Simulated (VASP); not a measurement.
Set up this calculation in VASP 6.6.1, as the native input.

```
Task                   : single point
Functional             : PBE
Potentials or basis    : VASP PAW PBE potentials, release 64 (Hf_pv, C)
Cutoff                 : 520 eV
k mesh                 : 16 × 16 × 16
Occupations            : gaussian, width 0.1 eV
Spin                   : no spin polarisation
Dipole correction      : no
Further INCAR settings : ALGO = Normal; EDIFF = 1e-07; NBANDS = 14
```

The structure of HfC lies in POSCAR:

```
HfC
1.0
    0.0000000000      2.3257467261      2.3257467261
    2.3257467261      0.0000000000      2.3257467261
    2.3257467261      2.3257467261      0.0000000000
Hf C
1 1
Direct
    0.5000000000      0.5000000000      0.5000000000
    0.0000000000      0.0000000000      0.0000000000
```

The input as run:

INCAR

```
SYSTEM = HfC
PREC     = Accurate       ! precision mode
ENCUT    = 520            ! plane-wave cutoff, eV
EDIFF    = 1E-7           ! SCF threshold, eV
ISMEAR   = 0              ! smearing method
SIGMA    = 0.1            ! smearing width, eV
LREAL    = .FALSE.        ! projectors in reciprocal space
LASPH    = .TRUE.         ! aspherical terms in the spheres
NELM     = 60             ! most SCF steps
ALGO     = Normal         ! electronic algorithm
ISIF     = 2              ! what is computed and relaxed
LWAVE    = .FALSE.        ! write WAVECAR
LCHARG   = .FALSE.        ! write CHGCAR
GGA      = PE             ! functional
NBANDS   = 14             ! bands
```

KPOINTS

```
Automatic mesh
0
G
  16 16 16
  0 0 0
```

Potentials or basis: VASP PAW PBE potentials, release 64 (Hf_pv, C).

Command:

```sh
$ cat potpaw_PBE.64/Hf_pv/POTCAR potpaw_PBE.64/C/POTCAR > POTCAR
$ mpirun -np 1 vasp_std > vasp.out
```

It gave:

* Pressure: -0.7 GPa
* Band gap on the k mesh: zero (band 7 reaches 6.95 eV, above the bottom of band 8 at 5.52 eV)

Caveat: spin-orbit coupling is left out, which moves the levels of the heavy elements.

Run time: 30 s on 1 thread of Intel Xeon 6975P-C (shared host), peak memory 0.18 GiB.
